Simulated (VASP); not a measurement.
# Al (Fm-3m) in VASP: single point with PBE

Aim: the single point of Al with PBE.

Program: VASP 6.6.1. These are calculated values, not measurements. Logs are shortened: lines on timing, memory, paths and dates and some standing lists are left out, and cuts for length are marked.

**1. The cell of the first run**

Symmetry: Fm-3m, No. 225, cubic system. The conventional cell has a = 4.041 Å, b = 4.041 Å, c = 4.041 Å, α = 90.00°, β = 90.00°, γ = 90.00°. Al (site symmetry m-3m) has 12 Al at 2.86 Å within 3.8 Å.

**2. Single point, PBE**

File INCAR:

```
PREC = Accurate
ENCUT = 500
EDIFF = 1E-6
ISMEAR = 0
SIGMA = 0.1
LREAL = F
LASPH = T
NELM = 120
ALGO = Normal
ISIF = 2
LWAVE = F
LCHARG = F
GGA = PE
NBANDS = 8
GGA_COMPAT = F
```

File KPOINTS:

```
regular mesh
0
Gamma
  18 18 18
```

File POSCAR:

```
Al
1.0
    0.0000000000      2.0204029341      2.0204029341
    2.0204029341      0.0000000000      2.0204029341
    2.0204029341      2.0204029341      0.0000000000
Al
1
Direct
    0.0000000000      0.0000000000      0.0000000000
```

Potentials or basis: VASP PAW PBE potentials, release 64 (Al).

On the command line:

```sh
cat potpaw_PBE.64/Al/POTCAR > POTCAR
mpirun -np 1 vasp_std > vasp.out
```

OUTCAR:

```text
PREC = Accurate
   ENCUT = 500
   EDIFF = 1E-6
   ISMEAR = 0
   LREAL = F
   LASPH = T
   NELM = 120
   ISIF = 2
   GGA = PE

 ion  position               nearest neighbor table
   1  0.000  0.000  0.000-

  LATTYP: Found a face centered cubic cell.
 ALAT       =     4.0408058682

  Lattice vectors:

 A1 = (   0.0000000000,   2.0204029341,   2.0204029341)
 A2 = (   2.0204029341,   0.0000000000,   2.0204029341)
 A3 = (   2.0204029341,   2.0204029341,   0.0000000000)

Analysis of symmetry for initial positions (statically):
=====================================================================
 Subroutine PRICEL returns:
 Original cell was already a primitive cell.

 Routine SETGRP: Setting up the symmetry group for a
 face centered cubic supercell.

 Subroutine GETGRP returns: Found 48 space group operations
 (whereof 48 operations were pure point group operations)
 out of a pool of 48 trial point group operations.

The static configuration has the point symmetry O_h .

Analysis of symmetry for dynamics (positions and initial velocities):
=====================================================================
 Subroutine PRICEL returns:
 Original cell was already a primitive cell.

 Routine SETGRP: Setting up the symmetry group for a
 face centered cubic supercell.

 Subroutine GETGRP returns: Found 48 space group operations
 (whereof 48 operations were pure point group operations)
 out of a pool of 48 trial point group operations.

The dynamic configuration has the point symmetry O_h .

 Subroutine INISYM returns: Found 48 space group operations
 (whereof 48 operations are pure point group operations),
 and found     1 'primitive' translations

----------------------------------------------------------------------------------------

                                     Primitive cell

  volume of cell :      16.4947

  direct lattice vectors                    reciprocal lattice vectors
     0.000000000  2.020402934  2.020402934    -0.247475388  0.247475388  0.247475388
     2.020402934  0.000000000  2.020402934     0.247475388 -0.247475388  0.247475388
     2.020402934  2.020402934  0.000000000     0.247475388  0.247475388 -0.247475388

  length of vectors
     2.857281231  2.857281231  2.857281231     0.428639946  0.428639946  0.428639946

  position of ions in fractional coordinates (direct lattice)
     0.000000000  0.000000000  0.000000000

  ion indices of the primitive-cell ions
   primitive index   ion index
                 1           1

----------------------------------------------------------------------------------------

 KPOINTS: regular mesh

Automatic generation of k-mesh.
 Grid dimensions read from file:
 generate k-points for:   18   18   18

 Generating k-lattice:

  Cartesian coordinates                     Fractional coordinates (reciprocal lattice)
    -0.013748633  0.013748633  0.013748633     0.055555556  0.000000000  0.000000000
     0.013748633 -0.013748633  0.013748633     0.000000000  0.055555556  0.000000000
     0.013748633  0.013748633 -0.013748633     0.000000000  0.000000000  0.055555556

  Length of vectors
     0.023813330  0.023813330  0.023813330

  Shift w.r.t. Gamma in fractional coordinates (k-lattice)
     0.000000000  0.000000000  0.000000000

 Subroutine IBZKPT returns following result:
 ===========================================

 Found    195 irreducible k-points:

 Following reciprocal coordinates:
            Coordinates               Weight
  0.000000  0.000000  0.000000      1.000000
  0.055556  0.000000  0.000000      8.000000
  0.111111  0.000000  0.000000      8.000000
  0.166667  0.000000  0.000000      8.000000
  0.222222  0.000000  0.000000      8.000000
  0.277778  0.000000  0.000000      8.000000
[... 16 lines left out ...]
 -0.277778  0.055556  0.000000     24.000000
 -0.222222  0.055556  0.000000     24.000000
 [... further k-points ...]
   k-points           NKPTS =    195   k-points in BZ     NKDIM =    195   number of bands    NBANDS=      8
   number of dos      NEDOS =    301   number of ions     NIONS =      1
   total plane-waves  NPLWV =  13824
   dimension x,y,z NGX =    24 NGY =   24 NGZ =   24
   dimension x,y,z NGXF=    48 NGYF=   48 NGZF=   48
   ions per type =               1
   NGX,Y,Z   is equivalent  to a cutoff of  13.96, 13.96, 13.96 a.u.
   NGXF,Y,Z  is equivalent  to a cutoff of  27.93, 27.93, 27.93 a.u.
 SYSTEM =  unknown system
   PREC   = accura    normal or accurate (medium, high low for compatibility)
   ISTART =      0    job   : 0-new  1-cont  2-samecut
   ICHARG =      2    charge: 1-file 2-atom 10-const
   ISPIN  =      1    spin polarized calculation?
   LNONCOLLINEAR =      F non collinear calculations
   LSORBIT =      F    spin-orbit coupling
   LASPH  =      T    aspherical Exc in radial PAW
   ENCUT  =  500.0 eV  36.75 Ry    6.06 a.u.   5.21  5.21  5.21*2*pi/ulx,y,z
   NELM   =    120;   NELMIN=  2; NELMDL= -5     # of ELM steps
   EDIFF  = 0.1E-05   stopping-criterion for ELM
   LREAL  =      F    real-space projection
   EDIFFG = 0.1E-04   stopping-criterion for IOM
   NSW    =      0    number of steps for IOM
   IBRION =     -1    ionic relax: 0-MD 1-quasi-New 2-CG
   NFREE  =      0    steps in history (QN), initial steepest desc. (CG)
   ISIF   =      2    stress and relaxation
   ISYM   =      2    0-nonsym 1-usesym 2-fastsym
   POTIM  = 0.5000    time-step for ionic-motion
   TEBEG  =    0.0;   TEEND  =   0.0 temperature during run
   PSTRESS=    0.0 pullay stress
   NELECT =       3.0000    total number of electrons
   NUPDOWN=      -1.0000    fix difference up-down
   EMIN   =  10.00;   EMAX   =-10.00  energy-range for DOS
   EFERMI =   0.00;   METHOD = LEGACY
   ISMEAR =     0;   SIGMA  =   0.10  broadening in eV -4-tet -1-fermi 0-gaus
   EFERMI_NEDOS =   21; number of points for ismear=-14 and -15
   IALGO  =     38    algorithm
   IMIX   =      4    mixing-type and parameters
     AMIX     =   0.40;   BMIX     =  1.00
     AMIX_MAG =   1.60;   BMIX_MAG =  1.00
  volume/ion in A,a.u.               =      16.49       111.31
  Fermi-wavevector in a.u.,A,eV,Ry     =   0.927543  1.752802 11.705575  0.860336
  Thomas-Fermi vector in A             =   2.053624
   LORBIT       =      0    0 simple, 1 ext, 2 COOP (PROOUT), +10 PAW based schemes
   GGA     = PE    functional components
   LHFCALC =     F    Hartree Fock is set to
   AEXX    =    0.0000 exact exchange contribution
   IVDW    =     0    specifies the selected vdW correction
   LEPSILON=     F    determine dielectric tensor
   LRPA    =     F    only Hartree local field effects (RPA)
 non-spin polarized calculation
 Gauss-broadening in eV      SIGMA  =   0.10
  energy-cutoff  :      500.00
  volume of cell :       16.49
 maximum number of plane-waves:       444
 NGX is ok and might be reduce to    24
   NGX = 11   NGY = 11   NGZ = 11

 number of electron       3.0000000 magnetization

 Free energy of the ion-electron system (eV)
  ---------------------------------------------------
  ext. energy  EPLUGINS =         0.00000000
  ---------------------------------------------------
  free energy    TOTEN  =        -3.74452416 eV

  energy without entropy =       -3.74159757  energy(sigma->0) =       -3.74306086

 E-fermi :   7.9948     XC(G=0): -10.1977

 val. band max:        7.9882798607   @ k =  -0.2778   0.2778   0.0556
 cond. band min:       7.9954104914   @ k =  -0.2778   0.5000   0.2222
 fundamental gap:      0.0071306307
 Fermi energy:         7.9948144981

 k-point     1 :       0.0000    0.0000    0.0000
  band No.  band energies     occupation
      1      -3.1330      2.00000
      2      20.6247      0.00000
      3      20.6247      0.00000
      4      20.6247      0.00000
      5      22.1190      0.00000
      6      22.1190      0.00000
      7      22.1190      0.00000
      8      24.4718      0.00000

 k-point     2 :       0.0556    0.0000    0.0000
  band No.  band energies     occupation
      1      -3.0491      2.00000
      2      19.1071      0.00000
      3      20.3129      0.00000
      4      20.3129      0.00000
      5      22.5616      0.00000
      6      22.5616      0.00000
      7      22.6936      0.00000
      8      25.3552      0.00000

 k-point     3 :       0.1111    0.0000    0.0000
  band No.  band energies     occupation
      1      -2.7976      2.00000
      2      16.8841      0.00000
      3      19.8014      0.00000
      4      19.8014      0.00000
      5      22.7565      0.00000
      6      23.4349      0.00000
      7      23.4349      0.00000
      8      25.9242      0.00000

 k-point     4 :       0.1667    0.0000    0.0000
  band No.  band energies     occupation
      1      -2.3795      2.00000
      2      14.6467      0.00000
      3      19.3558      0.00000
      4      19.3558      0.00000
      5      22.5941      0.00000
      6      24.0387      0.00000
      7      24.0387      0.00000
      8      25.2795      0.00000

 k-point     5 :       0.2222    0.0000    0.0000
  band No.  band energies     occupation
      1      -1.7961      2.00000
      2      12.4853      0.00000
      3      19.0285      0.00000
      4      19.0285      0.00000
      5      22.4235      0.00000
      6      23.2663      0.00000
      7      23.2663      0.00000
      8      26.2176      0.00000

 k-point     6 :       0.2778    0.0000    0.0000
  band No.  band energies     occupation
      1      -1.0496      2.00000
      2      10.4310      0.00000
      3      18.8333      0.00000
      4      18.8333      0.00000
      5      22.2738      0.00000
      6      22.2738      0.00000
      7      22.3246      0.00000
      8      26.2747      0.00000

 k-point     7 :       0.3333    0.0000    0.0000
  band No.  band energies     occupation
      1      -0.1423      2.00000
      2       8.4993      0.00000
      3      18.7751      0.00000
      4      18.7751      0.00000
      5      21.3691      0.00000
      6      21.3691      0.00000
      7      22.3373      0.00000
      8      25.3409      0.00000

 k-point     8 :       0.3889    0.0000    0.0000
  band No.  band energies     occupation
      1       0.9225      2.00000
      2       6.6996      2.00000
      3      18.8562      0.00000
      4      18.8562      0.00000
      5      20.5895      0.00000
      6      20.5895      0.00000
      7      22.4826      0.00000
      8      24.5067      0.00000

 k-point     9 :       0.4444    0.0000    0.0000
  band No.  band energies     occupation
      1       2.1409      2.00000
      2       5.0394      2.00000
      3      19.0777      0.00000
      4      19.0777      0.00000
      5      19.9462      0.00000
      6      19.9462      0.00000
      7      22.7691      0.00000
      8      23.7955      0.00000

 k-point    10 :       0.5000    0.0000    0.0000
  band No.  band energies     occupation
      1       3.4093      2.00000
      2       3.6235      2.00000
      3      19.4170      0.00000
      4      19.4170      0.00000
      5      19.4659      0.00000
      6      19.4659      0.00000
      7      23.1326      0.00000
      8      23.2888      0.00000
[... 78 lines left out ...]
 k-point    18 :       0.4444    0.0556    0.0000
  band No.  band energies     occupation
      1       1.7900      2.00000
      2       5.6465      2.00000
      3      17.8954      0.00000
      4      18.4892      0.00000
      5      19.3066      0.00000
      6      21.3638      0.00000
      7      23.6055      0.00000
      8      24.6140      0.00000

 k-point    19 :       0.5000    0.0556    0.0000
  band No.  band energies     occupation
      1       3.1017      2.00000
      2       4.0895      2.00000
      3      17.9283      0.00000
      4      18.2108      0.00000
      5      19.6361      0.00000
      6      20.8166      0.00000
      7      23.9225      0.00000
      8      24.0597      0.00000

 k-point    20 :      -0.4444    0.0556    0.0000
  band No.  band energies     occupation
      1       2.6508      2.00000
      2       4.5894      2.00000
      3      17.5109      0.00000
      4      18.6680      0.00000
      5      20.1091      0.00000
      6      20.4086      0.00000
      7      23.5216      0.00000
      8      24.4967      0.00000

 k-point    21 :      -0.3889    0.0556    0.0000
  band No.  band energies     occupation
      1       1.3841      2.00000
      2       6.1993      2.00000
      3      17.2383      0.00000
      4      19.2647      0.00000
      5      20.1430      0.00000
      6      20.7225      0.00000
      7      23.1915      0.00000
      8      25.1350      0.00000

 k-point    22 :      -0.3333    0.0556    0.0000
  band No.  band energies     occupation
      1       0.2681      2.00000
      2       7.9512      1.46237
      3      17.1109      0.00000
      4      19.9209      0.00000
      5      20.0970      0.00000
      6      21.4705      0.00000
      7      23.0015      0.00000
      8      25.8848      0.00000

 k-point    23 :      -0.2778    0.0556    0.0000
  band No.  band energies     occupation
      1      -0.6915      2.00000
      2       9.8365      0.00000
      3      17.1284      0.00000
      4      20.0000      0.00000
      5      20.8998      0.00000
      6      22.3350      0.00000
      7      22.9539      0.00000
      8      26.6755      0.00000

 k-point    24 :      -0.2222    0.0556    0.0000
  band No.  band energies     occupation
      1      -1.4915      2.00000
      2      11.8452      0.00000
      3      17.2904      0.00000
      4      20.1425      0.00000
      5      21.8884      0.00000
      6      22.9393      0.00000
      7      23.3867      0.00000
      8      25.5893      0.00000

 [... further k-points ...]

------------------------ aborting loop because EDIFF is reached ----------------------------------------

  FORCE on cell =-STRESS in cart. coord.  units (eV):
  Direction    XX          YY          ZZ          XY          YZ          ZX
  --------------------------------------------------------------------------------------
  -------------------------------------------------------------------------------------
  Total       -0.0008624     -0.0008624     -0.0008624      0.0000000     -0.0000000      0.0000000
  in kB       -0.0837678     -0.0837678     -0.0837678      0.0000000     -0.0000000      0.0000000
  external PRESSURE =      -0.0837678 kB  Pullay stress =       0.0000000 kB

 VOLUME and BASIS-vectors are now :
 -----------------------------------------------------------------------------
  energy-cutoff  :      500.00
  volume of cell :       16.49
      direct lattice vectors                 reciprocal lattice vectors
     0.000000000  2.020402934  2.020402934    -0.247475388  0.247475388  0.247475388
     2.020402934  0.000000000  2.020402934     0.247475388 -0.247475388  0.247475388
     2.020402934  2.020402934  0.000000000     0.247475388  0.247475388 -0.247475388

 POSITION                                       TOTAL-FORCE (eV/Angst)
 -----------------------------------------------------------------------------------
      0.00000      0.00000      0.00000         0.000000      0.000000      0.000000
 -----------------------------------------------------------------------------------
    total drift:                                0.000000     -0.000000     -0.000000

  FREE ENERGIE OF THE ION-ELECTRON SYSTEM (eV)
  ---------------------------------------------------
  free  energy   TOTEN  =        -3.7445241640 eV

  energy  without entropy=       -3.7415975653  energy(sigma->0) =       -3.74306086
```

Run time: 33 s. Hardware: 1 thread of AMD EPYC 7R43 (Zen 3), shared host; peak memory 0.11 GiB.

Results:

```
Free energy : -3.7445 eV
Pressure    : 0.0 GPa
```
